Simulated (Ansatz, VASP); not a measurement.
Sr: VASP beside Ansatz

```
Sr
1.0
     0.00000    4.34867    4.34867
     4.34867    0.00000    4.34867
     4.34867    4.34867    0.00000
Sr
3
Direct
  0.25000 0.25000 0.25000
  0.75000 0.75000 0.75000
  0.50000 0.50000 0.50000
```

Alike in both runs: task single point; functional PBE; k mesh 4 × 4 × 4; occupations gaussian, width 0.1 eV; no spin polarisation.

|  | VASP | Ansatz |
| --- | --- | --- |
| version | VASP 6.6.1 | Ansatz 0.2.0 |
| potentials or method | VASP PAW PBE potentials, release 64 (Sr_sv), cutoff 520 eV | scalar-relativistic, plane waves, PAW |
| valence electrons in the cell | 30 | 30 |

```csv
,VASP,Ansatz,Ansatz less VASP
gap on the k mesh at the Fermi level (eV),none,none,-
pressure (GPa),2.7,2.7,-0.01
```

A gap of «none» marks a metal or a gap that the smearing closes. With one functional, cell and mesh, what is left measures potentials, basis and numerics.
